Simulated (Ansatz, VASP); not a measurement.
**BAs in VASP and in Ansatz**

Contents of INCAR:

```
SYSTEM = BAs
ALGO = Normal
EDIFF = 1E-8
ENCUT = 520
ISIF = 2
ISMEAR = -1
LASPH = .TRUE.
LCHARG = .FALSE.
LEFG = .TRUE.
LREAL = .FALSE.
LWAVE = .FALSE.
NBANDS = 11
NELM = 80
PREC = Accurate
SIGMA = 0.01
```

The input KPOINTS:

```
k-points
0
G
  3 3 3
  0 0 0
```

The input POSCAR:

```
BAs
1.0
    0.0000000000      2.4096270000      2.4096270000
    2.4096270000      0.0000000000      2.4096270000
    2.4096270000      2.4096270000      0.0000000000
B As
1 1
Direct
    0.7500000000      0.7500000000      0.7500000000
    0.0000000000      0.0000000000      0.0000000000
```

Input for Ansatz:

```yaml
crystal:
  lattice:
    - [0.0, 2.409627, 2.409627]
    - [2.409627, 0.0, 2.409627]
    - [2.409627, 2.409627, 0.0]
  atoms:
    - { symbol: B, position: [0.75, 0.75, 0.75] }
    - { symbol: As, position: [0.0, 0.0, 0.0] }
kpoints:
  mp_grid: { grid: [3, 3, 3] }
scf:
  occupations: { method: fermi_dirac, width: 0.01 }
hamiltonian:
  xc: lda
  pseudopotentials: { kind: paw }
output:
  forces: true
  stress: true
  eigenvalues: true
  efg: { contact_densities: true }
```

Alike in both runs: task electric field gradients; functional LDA; k mesh 3 × 3 × 3; occupations fermi-dirac, width 0.01 eV; no spin polarisation.

|  | VASP | Ansatz |
| --- | --- | --- |
| version | VASP 6.6.1 | Ansatz 0.2.0 |
| potentials or method | VASP PAW LDA potentials, release 64 (B, As) | PAW with Ansatz's default frozen-core files, scalar-relativistic |
| plane-wave cutoff (eV) | 520 | 420 |
| valence electrons in the cell | 8 | 18 |

```csv
,VASP,Ansatz,Ansatz less VASP
gap on the k mesh at the Fermi level (eV),1.18,1.19,+0.007
pressure (GPa),-4.4,-5.1,-0.77
```

LDA's correlation is that of Perdew and Zunger in VASP and of Perdew and Wang (1992) in Ansatz. VASP's potentials hold 8 valence electrons a cell and Ansatz's 18, so a difference there can come from the potentials and not from the codes.

The k mesh is coarse, so the values compare programs but aren't converged.
